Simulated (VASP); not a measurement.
**CdS: single point with LDA**

Crystal: CdS.

```
Cd S
1.0
     3.95638    0.00000    0.00000
    -1.97819    3.42632    0.00000
     0.00000    0.00000    6.46416
Cd S
2 2
Direct
  0.33333 0.66667 0.99996
  0.66667 0.33333 0.49996
  0.33333 0.66667 0.37504
  0.66667 0.33333 0.87504
```

```yaml
Program: VASP 6.6.1
Task: single point
Functional: LDA
Potentials_or_basis: VASP PAW LDA potentials, release 64 (Cd, S)
Cutoff: 520 eV
k_mesh: 6 × 6 × 4
Occupations: gaussian, width 0.01 eV
Spin: no spin polarisation
```

```
Pressure               : 7.8 GPa
Band gap on the k mesh : 1.24 eV
```

Levels at points of the mesh, in eV from the valence-band top:
| k point | band 14 | band 15 | band 16 | band 17 | band 18 | band 19 | band 20 | band 21 | band 22 | band 23 |
| --- | --- | --- | --- | --- | --- | --- | --- | --- | --- | --- |
| (0.00, 0.00, 0.00) | -0.97 | -0.97 | -0.09 | 0.00 | 0.00 | 1.24 | 2.74 | 6.25 | 6.25 | 6.49 |
| (0.50, 0.00, 0.00) | -4.19 | -3.35 | -2.40 | -1.72 | -0.97 | 3.63 | 3.76 | 4.80 | 6.64 | 6.82 |
| (0.00, 0.00, 0.50) | -2.88 | -0.51 | -0.51 | -0.51 | -0.51 | 2.89 | 2.89 | 6.09 | 6.09 | 6.64 |
| (0.50, 0.00, 0.50) | -4.95 | -1.73 | -1.73 | -1.72 | -1.72 | 3.25 | 3.25 | 5.23 | 5.23 | 8.04 |

Run time: 45 s on 1 thread of Intel Xeon 8259CL, with other jobs on the host, peak memory 0.18 GiB.

Caveat: the cell stands under pressure.
